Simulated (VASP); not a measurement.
# WS2 (Tungstenite) (P6_3/mmc) in VASP: dielectric tensor with PBE+D3(BJ)

Aim: the dielectric tensor of WS2 (Tungstenite) with PBE+D3(BJ).

Everything below comes from runs of VASP 6.6.1. Logs are shortened: lines on timing, memory, paths and dates and some standing lists are left out, and cuts for length are marked.

## 1. The cell of the first run

It takes space group P6_3/mmc (No. 194, hexagonal). Conventional cell: a = 3.170 Å, b = 3.170 Å, c = 12.579 Å, α = 90.00°, β = 90.00°, γ = 120.00°. W (site symmetry -6m2) has 6 S at 2.41 Å and 6 W at 3.17 Å within 3.2 Å. S (site symmetry 3m) has 3 W at 2.41 Å and 7 S at 3.15 to 3.17 Å within 3.2 Å.

## 2. Dielectric tensor, PBE+D3(BJ)

The input, INCAR:

```
ALGO = Normal
EDIFF = 1E-8
ENCUT = 520
GGA = PE
ISIF = 2
ISMEAR = 0
IVDW = 12
LASPH = True
LCHARG = False
LEPSILON = True
LREAL = False
LWAVE = False
NELM = 60
PREC = Accurate
SIGMA = 0.01
```

The input, KPOINTS:

```
k-points
0
Gamma
  8 8 2
```

The input, POSCAR:

```
WS2
1.0
    3.1700551247      0.0000000000      0.0000000000
   -1.5850275623      2.7453482694      0.0000000000
    0.0000000000      0.0000000000     12.5785512718
W S
2 4
Direct
    0.3333333333      0.6666666667      0.2500000000
    0.6666666667      0.3333333333      0.7500000000
    0.3333333333      0.6666666667      0.6249366290
    0.6666666667      0.3333333333      0.1249366290
    0.3333333333      0.6666666667      0.8750633710
    0.6666666667      0.3333333333      0.3750633710
```

Potentials or basis: VASP PAW PBE potentials, release 64 (W_sv, S).

Run with:

```bash
cat potpaw_PBE.64/W_sv/POTCAR potpaw_PBE.64/S/POTCAR > POTCAR
mpirun -np 1 vasp_std > vasp.out
```

OUTCAR:

```text
EDIFF = 1E-8
   ENCUT = 520
   GGA = PE
   ISIF = 2
   ISMEAR = 0
   IVDW = 12
   LASPH = True
   LEPSILON = True
   LREAL = False
   NELM = 60
   PREC = Accurate
 IVDW          = 12

 ion  position               nearest neighbor table
   1  0.333  0.667  0.250-   4 2.41   6 2.41   4 2.41   6 2.41   4 2.41   6 2.41
   2  0.667  0.333  0.750-   3 2.41   5 2.41   3 2.41   5 2.41   3 2.41   5 2.41
   3  0.333  0.667  0.625-   2 2.41   2 2.41   2 2.41
   4  0.667  0.333  0.125-   1 2.41   1 2.41   1 2.41
   5  0.333  0.667  0.875-   2 2.41   2 2.41   2 2.41
   6  0.667  0.333  0.375-   1 2.41   1 2.41   1 2.41

  LATTYP: Found a hexagonal cell.
 ALAT       =     3.1700551247
 C/A-ratio  =     3.9679282464

  Lattice vectors:

 A1 = (   3.1700551247,   0.0000000000,   0.0000000000)
 A2 = (  -1.5850275623,   2.7453482694,   0.0000000000)
 A3 = (   0.0000000000,   0.0000000000,  12.5785512718)

Analysis of symmetry for initial positions (statically):
=====================================================================
 Subroutine PRICEL returns:
 Original cell was already a primitive cell.

 Routine SETGRP: Setting up the symmetry group for a
 hexagonal supercell.

 Subroutine GETGRP returns: Found 24 space group operations
 (whereof 12 operations were pure point group operations)
 out of a pool of 24 trial point group operations.

The static configuration has the point symmetry D_3d.
 The point group associated with its full space group is D_6h.

Analysis of symmetry for dynamics (positions and initial velocities):
=====================================================================
 Subroutine PRICEL returns:
 Original cell was already a primitive cell.

 Routine SETGRP: Setting up the symmetry group for a
 hexagonal supercell.

 Subroutine GETGRP returns: Found 24 space group operations
 (whereof 12 operations were pure point group operations)
 out of a pool of 24 trial point group operations.

The dynamic configuration has the point symmetry D_3d.
 The point group associated with its full space group is D_6h.

 Subroutine INISYM returns: Found 24 space group operations
 (whereof 12 operations are pure point group operations),
 and found     1 'primitive' translations

----------------------------------------------------------------------------------------

                                     Primitive cell

  volume of cell :     109.4699

  direct lattice vectors                    reciprocal lattice vectors
     3.170055125  0.000000000  0.000000000     0.315451928  0.182126255  0.000000000
    -1.585027562  2.745348269  0.000000000     0.000000000  0.364252511  0.000000000
     0.000000000  0.000000000 12.578551272     0.000000000  0.000000000  0.079500411

  length of vectors
     3.170055125  3.170055125 12.578551272     0.364252511  0.364252511  0.079500411

  position of ions in fractional coordinates (direct lattice)
     0.333333333  0.666666667  0.250000000
     0.666666667  0.333333333  0.750000000
     0.333333333  0.666666667  0.624936629
     0.666666667  0.333333333  0.124936629
     0.333333333  0.666666667  0.875063371
     0.666666667  0.333333333  0.375063371

  ion indices of the primitive-cell ions
   primitive index   ion index
                 1           1
                 2           2
                 3           3
                 4           4
                 5           5
                 6           6

----------------------------------------------------------------------------------------

 KPOINTS: k-points

Automatic generation of k-mesh.
 Grid dimensions read from file:
 generate k-points for:    8    8    2

 Generating k-lattice:

  Cartesian coordinates                     Fractional coordinates (reciprocal lattice)
     0.039431491  0.022765782  0.000000000     0.125000000 -0.000000000  0.000000000
     0.000000000  0.045531564  0.000000000     0.000000000  0.125000000  0.000000000
     0.000000000  0.000000000  0.039750206     0.000000000  0.000000000  0.500000000
[... 88 lines left out ...]
 NGX is ok and might be reduce to    24
   NGX = 11   NGY = 11   NGZ = 47

--------------------------------------- Ionic step        1  -------------------------------------------

 number of electron      52.0000002 magnetization

 E-fermi :   7.1402     XC(G=0): -10.7720

 val. band max:        7.0529377269   @ k =   0.0000   0.0000   0.0000
 cond. band min:       8.2921620806   @ k =   0.2500   0.1250   0.0000
 fundamental gap:      1.2392243537
 Fermi energy:         7.1401663222

 k-point     1 :       0.0000    0.0000    0.0000
  band No.  band energies     occupation
      1     -67.5129      2.00000
      2     -67.5129      2.00000
      3     -31.7563      2.00000
      4     -31.7563      2.00000
      5     -31.5945      2.00000
      6     -31.5945      2.00000
[... 669 lines left out ...]
     30       9.8297      0.00000
     31      10.3747      0.00000

  FORCE on cell =-STRESS in cart. coord.  units (eV):
  Direction    XX          YY          ZZ          XY          YZ          ZX
  --------------------------------------------------------------------------------------
  -------------------------------------------------------------------------------------
  Total      -1.18207    -1.18207    -1.18244    -0.00000     0.00000     0.00000
  in kB     -17.30046   -17.30046   -17.30590    -0.00000     0.00000     0.00000
  external pressure =      -17.30 kB  Pullay stress =        0.00 kB

 VOLUME and BASIS-vectors are now :
 -----------------------------------------------------------------------------
  energy-cutoff  :      520.00
  volume of cell :      109.47
      direct lattice vectors                 reciprocal lattice vectors
     3.170055125  0.000000000  0.000000000     0.315451928  0.182126255  0.000000000
    -1.585027562  2.745348269  0.000000000     0.000000000  0.364252511  0.000000000
     0.000000000  0.000000000 12.578551272     0.000000000  0.000000000  0.079500411

 POSITION                                       TOTAL-FORCE (eV/Angst)
 -----------------------------------------------------------------------------------
     -0.00000      1.83023      3.14464        -0.000000      0.000000      0.000000
      1.58503      0.91512      9.43391         0.000000     -0.000000      0.000000
     -0.00000      1.83023      7.86080         0.000000     -0.000000     -0.003713
      1.58503      0.91512      1.57152        -0.000000      0.000000     -0.003713
     -0.00000      1.83023     11.00703         0.000000     -0.000000      0.003713
      1.58503      0.91512      4.71775        -0.000000      0.000000      0.003713
 -----------------------------------------------------------------------------------
    total drift:                                0.000000     -0.000000      0.000000

  FREE ENERGIE OF THE ION-ELECTRON SYSTEM (eV)
  ---------------------------------------------------
  free  energy   TOTEN  =       -49.7711334081 eV

  energy  without entropy=      -49.7711334081  energy(sigma->0) =      -49.77113341

 HEAD OF MICROSCOPIC STATIC DIELECTRIC TENSOR (INDEPENDENT PARTICLE, excluding Hartree and local field effects)
 ------------------------------------------------------
          14.242629     0.000000     0.000000
           0.000000    14.242629    -0.000000
           0.000000    -0.000000     8.899106
 ------------------------------------------------------

 Free energy of the ion-electron system (eV)
  ---------------------------------------------------
  ---------------------------------------------------
  free energy    TOTEN  =        -4.05591405 eV

  energy without entropy =       -4.05591405

------------------------ aborting loop because EDIFF is reached ----------------------------------------

 Edisp (eV)   -2.48619

 E8    (eV) :    -1.0443
[... 7 lines left out ...]
 E8    (eV) :    -1.0443

--------------------------------------- Ionic step        3  -------------------------------------------

 Free energy of the ion-electron system (eV)
  ---------------------------------------------------
  ---------------------------------------------------
  free energy    TOTEN  =        -1.50186278 eV

  energy without entropy =       -1.50186278

------------------------ aborting loop because EDIFF is reached ----------------------------------------

 Edisp (eV)   -2.48619

 E8    (eV) :    -1.0443

 PIEZOELECTRIC TENSOR FIELD DIRECTION 3  (e Angst)
 -----------------------------------------------------------------------------
     0.00024  0.00000  0.00000           (  0.00000  0.00000  0.00000)
     0.00000  0.00024  0.00000           (  0.00000  0.00000  0.00000)
     0.00000 -0.00000 -0.00040           (  0.00000  0.00000 -0.00000)

 PIEZOELECTRIC TENSOR FIELD DIRECTION 3  (C/m^2)
 -----------------------------------------------------------------------------
     0.00003  0.00000  0.00000
     0.00000  0.00003  0.00000
     0.00000 -0.00000 -0.00006

 MACROSCOPIC STATIC DIELECTRIC TENSOR (including local field effects in DFT)
 ------------------------------------------------------
          13.576931     0.000000     0.000000
           0.000000    13.576931    -0.000000
          -0.000000     0.000000     5.633010
 ------------------------------------------------------

 PIEZOELECTRIC TENSOR (including local field effects)  for field in x, y, z        (e  Angst)
          XX          YY          ZZ          XY          YZ          ZX
  --------------------------------------------------------------------------------
  x     0.00000     0.00000     0.00000     0.00000     0.00000     0.00000
  y     0.00000     0.00000     0.00000     0.00000     0.00000     0.00000
  z     0.00000     0.00000     0.00000     0.00000     0.00000     0.00000

 PIEZOELECTRIC TENSOR (including local field effects)  for field in x, y, z        (C/m^2)
          XX          YY          ZZ          XY          YZ          ZX
  --------------------------------------------------------------------------------
  x     0.00000     0.00000     0.00000     0.00000     0.00000     0.00000
  y     0.00000     0.00000     0.00000     0.00000     0.00000     0.00000
  z     0.00000     0.00000     0.00000     0.00000     0.00000     0.00000

 BORN EFFECTIVE CHARGES (including local field effects) (in |e|, cummulative output)
 ---------------------------------------------------------------------------------
 ion    1
    1    -0.49970    -0.00000    -0.00000
    2    -0.00000    -0.49970     0.00000
    3     0.00000     0.00000    -0.36100
 ion    2
    1    -0.49970    -0.00000    -0.00000
    2    -0.00000    -0.49970     0.00000
    3     0.00000     0.00000    -0.36100
 ion    3
    1     0.24985     0.00000     0.00000
    2     0.00000     0.24985     0.00000
    3    -0.00000     0.00000     0.18050
 ion    4
    1     0.24985     0.00000     0.00000
    2     0.00000     0.24985    -0.00000
    3    -0.00000    -0.00000     0.18050
 ion    5
    1     0.24985     0.00000     0.00000
    2     0.00000     0.24985     0.00000
    3    -0.00000    -0.00000     0.18050
 ion    6
    1     0.24985     0.00000     0.00000
    2     0.00000     0.24985     0.00000
    3    -0.00000     0.00000     0.18050
```

Run time: 13 min. Hardware: 1 thread of Intel Xeon Platinum 8488C (Sapphire Rapids), shared host; peak memory 0.52 GiB.

Results:

```yaml
Band_gap_on_the_k_mesh: 1.24 eV, indirect (least direct gap 2.24 eV)
Electronic_dielectric_tensor_diagonal: 13.58, 13.58, 5.63
Born_charges_mean_of_the_diagonal: W -0.45; S +0.23 e
Dispersion_energy_per_atom: -0.414 eV
```

Electronic dielectric tensor:
```
13.58  0.00  0.00
 0.00 13.58  0.00
 0.00  0.00  5.63
```

Born effective charge tensors (e):
atom 1, W
```
-0.50  0.00  0.00
 0.00 -0.50  0.00
 0.00  0.00 -0.36
```
atom 2, W
```
-0.50  0.00  0.00
 0.00 -0.50  0.00
 0.00  0.00 -0.36
```
atom 3, S
```
0.25 0.00 0.00
0.00 0.25 0.00
0.00 0.00 0.18
```
atom 4, S
```
0.25 0.00 0.00
0.00 0.25 0.00
0.00 0.00 0.18
```
atom 5, S
```
0.25 0.00 0.00
0.00 0.25 0.00
0.00 0.00 0.18
```
atom 6, S
```
0.25 0.00 0.00
0.00 0.25 0.00
0.00 0.00 0.18
```

Caveat: spin-orbit coupling is left out, which moves the levels of the heavy elements.
